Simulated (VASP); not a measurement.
Crystal: ZnO (lda).

```
Zn O
1.0
     3.25000    0.00000    0.00000
    -1.62500    2.81458    0.00000
     0.00000    0.00000    5.20500
Zn O
2 2
Cartesian
  0.0000 1.8764 0.0000
  1.6250 0.9382 2.6025
  0.0000 1.8764 1.9883
  1.6250 0.9382 4.5908
```

| Item | Value |
| --- | --- |
| Program | VASP 6.6.1 |
| Task | relaxation of cell and atoms |
| Functional | LDA |
| Potentials or basis | VASP PAW LDA potentials, release 64 (Zn, O) |
| Cutoff | 600 eV |
| k mesh | 9 × 9 × 6 |
| Occupations | gaussian, width 0.02 eV |
| Spin | no spin polarisation |

At the start: pressure -6.3 GPa; volume 11.90 Å³/atom.

**Question.** Where does the relaxation end?

**Answer.** Over 18 steps the energy falls by 10.5 meV/atom and the volume is 11.40 Å³/atom (-4.2 %); space group P6_3mc (No. 186, to 0.05 Å).

Step by step:
| step | energy change (eV) | largest force (eV/Å) | pressure (GPa) | volume (Å³) |
| --- | --- | --- | --- | --- |
| 1 | 0.0000 | 0.0380 | -6.30 | 47.61 |
| 2 | -0.0258 | 0.0389 | 4.45 | 44.46 |
| 3 | -0.0411 | 0.0380 | 0.04 | 45.61 |
| 4 | -0.0411 | 0.0377 | -0.08 | 45.65 |
| 5 | -0.0414 | 0.0252 | -0.13 | 45.65 |
| 6 | -0.0418 | 0.0146 | -0.05 | 45.65 |
| 7 | -0.0420 | 0.0078 | -0.08 | 45.63 |
| 8 | -0.0420 | 0.0090 | -0.06 | 45.63 |
| 9 | -0.0420 | 0.0097 | -0.08 | 45.63 |
| 10 | -0.0420 | 0.0033 | 0.05 | 45.59 |
| 11 | -0.0420 | 0.0044 | 0.03 | 45.61 |
| 12 | -0.0420 | 0.0059 | -0.04 | 45.61 |
| 13 | -0.0420 | 0.0029 | 0.03 | 45.60 |
| 14 | -0.0420 | 0.0019 | 0.06 | 45.60 |
| 15 | -0.0420 | 0.0018 | 0.02 | 45.60 |
| 16 | -0.0420 | 0.0009 | 0.04 | 45.61 |
| 17 | -0.0420 | 0.0002 | 0.04 | 45.61 |
| 18 | -0.0420 | 0.0009 | 0.00 | 45.62 |

Final structure:
```xyz
4
Lattice="3.1935 0.0000 0.0000 -1.5968 2.7657 0.0000 0.0000 0.0000 5.1647" Properties=species:S:1:pos:R:3 pbc="T T T"
Zn    0.0000    1.8438    0.0096
Zn    1.5968    0.9219    2.5919
O     0.0000    1.8438    1.9633
O     1.5968    0.9219    4.5457
```
